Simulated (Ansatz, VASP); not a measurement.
# Two plane-wave programs on MnO

Contents of INCAR:

```
SYSTEM = MnO
  PREC = Accurate
  ENCUT = 520
  EDIFF = 1E-6
  ISMEAR = -1
  SIGMA = 0.05
  LREAL = .False.
  LASPH = .True.
  NELM = 150
  ALGO = Normal
  ISIF = 2
  LWAVE = .False.
  LCHARG = .True.
  ISPIN = 2
  MAGMOM = 4 0
  LORBIT = 11
  LMAXMIX = 4
  GGA = PE
  LELF = .True.
  LVHAR = .True.
  NBANDS = 20
```

Contents of KPOINTS:

```
Automatic mesh
0
Gamma
  10 10 10
  0 0 0
```

The input POSCAR:

```
MnO
1.0
    0.0000000000      2.2220003300      2.2220003300
    2.2220003300      0.0000000000      2.2220003300
    2.2220003300      2.2220003300      0.0000000000
Mn O
1 1
Direct
    0.0000000000      0.0000000000      0.0000000000
    0.5000000000      0.5000000000      0.5000000000
```

input.yaml

```yaml
crystal:
  lattice:
    - [0.0, 2.22200033, 2.22200033]
    - [2.22200033, 0.0, 2.22200033]
    - [2.22200033, 2.22200033, 0.0]
  atoms:
    - { symbol: Mn, position: [0.0, 0.0, 0.0], spin: 4.0 }
    - { symbol: O, position: [0.5, 0.5, 0.5] }
hamiltonian:
  xc: pbe
  pseudopotentials: { kind: paw }
magnetization:
  spin_polarized: true
kpoints:
  mp_grid: { grid: [10, 10, 10] }
scf:
  occupations: { method: fermi_dirac, width: 0.05 }
  n_extra_bands: 6
output:
  forces: true
  stress: true
  eigenvalues: true
  dos: { projected: true, de: 0.05, nscf_kmesh: { grid: [15, 15, 15] } }
```

Alike in both runs: functional PBE; k mesh 10 × 10 × 10; occupations fermi-dirac, width 0.05 eV; collinear spin.

|  | VASP | Ansatz |
| --- | --- | --- |
| version | VASP 6.6.1 | Ansatz 0.2.0 |
| potentials or method | VASP PAW PBE potentials, release 64 (Mn_pv, O) | Ansatz PAW |
| plane-wave cutoff (eV) | 520 | 420 |
| valence electrons in the cell | 19 | 21 |
| task | single point | projected density of states |

VASP gave:

```
gap on the k mesh at the Fermi level (eV)                     : none
pressure (GPa)                                                : 0.6
net moment per atom (μB)                                      : 2.39
size of the moment on the site where the two differ most (μB) : 4.34
```

**Question.** Which values does Ansatz return?

**Answer.** gap on the k mesh at the Fermi level (eV): none; pressure (GPa): 0.4; net moment per atom (μB): 2.39; size of the moment on the site where the two differ most (μB): 4.06.

Site moments also hang on the region over which each program counts them. A gap of «none» marks a metal or a gap that the smearing closes. VASP's potentials hold 19 valence electrons a cell and Ansatz's 21, so a difference there can come from the potentials and not from the codes.
